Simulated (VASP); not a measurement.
A run of VASP 6.6.1:

File INCAR:

```
ALGO = Normal
EDIFF = 1E-6
ENCUT = 520
GGA = PE
ISIF = 2
ISMEAR = -1
ISPIN = 2
LASPH = True
LCHARG = False
LMAXMIX = 4
LORBIT = 11
LREAL = False
LWAVE = False
MAGMOM = 2 0
NBANDS = 20
NELM = 150
PREC = Accurate
SIGMA = 0.05
```

File KPOINTS:

```
k-points
0
Gamma
  18 18 16
```

POSCAR

```
WC
1.0
    2.8390364602      0.0000000000      0.0000000000
   -1.4195182301      2.4586776968      0.0000000000
    0.0000000000      0.0000000000      2.7736001082
W C
1 1
Direct
    0.0000000000      0.0000000000      0.0000000000
    0.6666666667      0.3333333333      0.5000000000
```

Potentials or basis: VASP PAW PBE potentials, release 64 (W_sv, C).

Launch:

```console
$ cat potpaw_PBE.64/W_sv/POTCAR potpaw_PBE.64/C/POTCAR > POTCAR
$ mpirun -np 1 vasp_std > vasp.out
```

Hardware: 1 thread of AMD EPYC 9R45 96-Core Processor (Zen 5), with other jobs on the host.

Question: How long does it take, and how much memory?

Answer: It took 2.1 min on 1 thread of AMD EPYC 9R45 96-Core Processor (Zen 5), with other jobs on the host, peak memory 0.28 GiB. Counts: scf iterations 13, k points 333.
